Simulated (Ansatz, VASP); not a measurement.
## Bi in VASP and in Ansatz

Contents of INCAR:

```
SYSTEM = Bi
PREC     = Accurate       ! precision mode
ENCUT    = 600            ! plane-wave cutoff, eV
EDIFF    = 1E-6           ! SCF threshold, eV
ISMEAR   = -1             ! smearing method
SIGMA    = 0.1            ! smearing width, eV
LREAL    = .FALSE.        ! projectors in reciprocal space
LASPH    = .TRUE.         ! aspherical terms in the spheres
NELM     = 60             ! most SCF steps
ALGO     = Normal         ! electronic algorithm
ISIF     = 3              ! what is computed and relaxed
LWAVE    = .FALSE.        ! write WAVECAR
LCHARG   = .FALSE.        ! write CHGCAR
GGA      = B5             ! functional
ALDAX    = 1.0          
AGGAX    = 1.0          
AGGAC    = 1.0          
ALDAC    = 0.0          
IBRION   = 2              ! ionic algorithm
NSW      = 80             ! ionic steps
EDIFFG   = -0.01          ! ionic threshold
```

KPOINTS

```
regular mesh
0
G
  4 4 4
  0 0 0
```

File POSCAR:

```
Bi
1.0
    6.3396140996      0.0000000000      0.0000000000
    0.0000000000      6.3396140996      0.0000000000
    0.0000000000      0.0000000000      6.3396140996
Bi
8
Direct
    0.0000000000      0.0000000000      0.0000000000
    0.5000000000      0.5000000000      0.5000000000
    0.2500000000      0.0000000000      0.5000000000
    0.7500000000      0.0000000000      0.5000000000
    0.5000000000      0.2500000000      0.0000000000
    0.5000000000      0.7500000000      0.0000000000
    0.0000000000      0.5000000000      0.2500000000
    0.0000000000      0.5000000000      0.7500000000
```

Input for Ansatz:

```yaml
crystal:
  lattice:
    - [6.3396140996, 0.0, 0.0]
    - [0.0, 6.3396140996, 0.0]
    - [0.0, 0.0, 6.3396140996]
  atoms:
    - { symbol: Bi, position: [0.0, 0.0, 0.0] }
    - { symbol: Bi, position: [0.5, 0.5, 0.5] }
    - { symbol: Bi, position: [0.25, 0.0, 0.5] }
    - { symbol: Bi, position: [0.75, 0.0, 0.5] }
    - { symbol: Bi, position: [0.5, 0.25, 0.0] }
    - { symbol: Bi, position: [0.5, 0.75, 0.0] }
    - { symbol: Bi, position: [0.0, 0.5, 0.25] }
    - { symbol: Bi, position: [0.0, 0.5, 0.75] }
hamiltonian:
  xc: blyp
  pseudopotentials:
    kind: paw
    azcp:
      Bi: "pseudopotentials/Bi.paw.azcp"
basis:
  ecutwfc: 420
  fft_grid_basis: typed
kpoints:
  mp_grid: { grid: [4, 4, 4], shift: [0, 0, 0] }
magnetization:
  spin_polarized: false
scf:
  occupations: { method: fermi_dirac, width: 0.1 }
relax:
  max_steps: 60
  f_tol: 0.01
  cell: {}
```

Alike in both runs: task relaxation of cell and atoms; functional BLYP; k mesh 4 × 4 × 4; occupations fermi-dirac, width 0.1 eV; no spin polarisation.

|  | VASP | Ansatz |
| --- | --- | --- |
| version | VASP 6.6.1 | Ansatz 0.2.0 |
| potentials or method | VASP PAW PBE potentials, release 64 (Bi_d), cutoff 600 eV | plane waves (420 eV) with PAW, scalar-relativistic |
| valence electrons in the cell | 120 | 120 |

|  | VASP | Ansatz | Ansatz less VASP |
| --- | --- | --- | --- |
| relaxed volume (Å³/atom) | 35.39 | 35.35 | -0.042 |
| relaxed cell length with the largest relative difference (Å) | 6.566 | 6.564 | -0.0026 |

VASP's potentials were made for PBE, not for BLYP.

Neither program's run includes spin-orbit coupling.
